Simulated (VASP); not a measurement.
Here is a VASP 6.6.1 calculation.

Contents of INCAR:

```
SYSTEM = Ta3Ru
  PREC = Accurate
  ENCUT = 560
  EDIFF = 1E-6
  ISMEAR = -1
  SIGMA = 0.15
  LREAL = .False.
  LASPH = .True.
  NELM = 120
  ALGO = Normal
  ISIF = 2
  LWAVE = .False.
  LCHARG = .False.
  GGA = CA
  NBANDS = 36
  GGA_COMPAT = .False.
```

KPOINTS

```
Automatic mesh
0
Gamma
  12 12 12
  0 0 0
```

File POSCAR:

```
Ta3Ru
1.0
    0.0000000000      3.1735933428      3.1735933428
    3.1735933428      0.0000000000      3.1735933428
    3.1735933428      3.1735933428      0.0000000000
Ta Ru
3 1
Direct
    0.2500000000      0.2500000000      0.2500000000
    0.7500000000      0.7500000000      0.7500000000
    0.5000000000      0.5000000000      0.5000000000
    0.0000000000      0.0000000000      0.0000000000
```

Potentials or basis: VASP PAW LDA potentials, release 64 (Ta_sv_GW, Ru_sv).

The run is started by

```sh
$ cat potpaw_LDA.64/Ta_sv_GW/POTCAR potpaw_LDA.64/Ru_sv/POTCAR > POTCAR
$ mpirun -np 1 vasp_std > vasp.out
```

(1) Predict the pressure.

(2) Predict the band gap on the k mesh.

## Answers

(1) 0.2 GPa.

(2) zero (an odd number of electrons rules out a gap without spin polarisation).

Caveat: spin-orbit coupling is left out, which moves the levels of the heavy elements.
